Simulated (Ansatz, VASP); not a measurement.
**Two plane-wave programs on Os**

File INCAR:

```
PREC     = Accurate       # precision mode
ENCUT    = 520            # plane-wave cutoff, eV
EDIFF    = 1E-6           # SCF threshold, eV
ISMEAR   = -1             # smearing method
SIGMA    = 0.08           # smearing width, eV
LREAL    = F              # projectors in reciprocal space
LASPH    = T              # aspherical terms in the spheres
NELM     = 100            # most SCF steps
ALGO     = Normal         # electronic algorithm
ISIF     = 2              # what is computed and relaxed
LWAVE    = F              # write WAVECAR
LCHARG   = T              # write CHGCAR
LELF     = T              # ELF
LVHAR    = T            
NBANDS   = 10             # bands
```

KPOINTS

```
Automatic mesh
0
Gamma
  19 19 19
```

File POSCAR:

```
Os
1.0
    0.0000000000      1.6719464131      1.6719464131
    1.6719464131      0.0000000000      1.6719464131
    1.6719464131      1.6719464131      0.0000000000
Os
1
Direct
    0.0000000000      0.0000000000      0.0000000000
```

Input for Ansatz:

```yaml
crystal:
  lattice:
    - [0.0, 1.6719464131, 1.6719464131]
    - [1.6719464131, 0.0, 1.6719464131]
    - [1.6719464131, 1.6719464131, 0.0]
  atoms:
    - { symbol: Os, position: [0.0, 0.0, 0.0] }
kpoints:
  mp_grid: { grid: [19, 19, 19] }
scf:
  occupations: { method: fermi_dirac, width: 0.08 }
hamiltonian:
  xc: lda
  pseudopotentials: { kind: paw }
output:
  forces: true
  stress: true
  eigenvalues: true
  populations: true
```

Change from the starting cell: volume scaled by 0.68, PAW files.

Alike in both runs: task single point; functional LDA; k mesh 19 × 19 × 19; occupations fermi-dirac, width 0.08 eV; no spin polarisation.

|  | VASP | Ansatz |
| --- | --- | --- |
| version | VASP 6.6.1 | Ansatz 0.2.0 |
| potentials or method | VASP PAW LDA potentials, release 64 (Os) | PAW with Ansatz's default frozen-core files, scalar-relativistic |
| plane-wave cutoff (eV) | 520 | 420 |
| valence electrons in the cell | 8 | 16 |

|  | VASP | Ansatz | Ansatz less VASP |
| --- | --- | --- | --- |
| pressure (GPa) | 428.1 | 408.1 | -19.99 |

LDA's correlation is that of Perdew and Zunger in VASP and of Perdew and Wang (1992) in Ansatz. Both programs put the cell under a high pressure, so it lies far from rest at this level. VASP's potentials hold 8 valence electrons a cell and Ansatz's 16, so a difference there can come from the potentials and not from the codes.

Neither program's run includes spin-orbit coupling. Noted on VASP's run: the cell as given lies far from equilibrium.
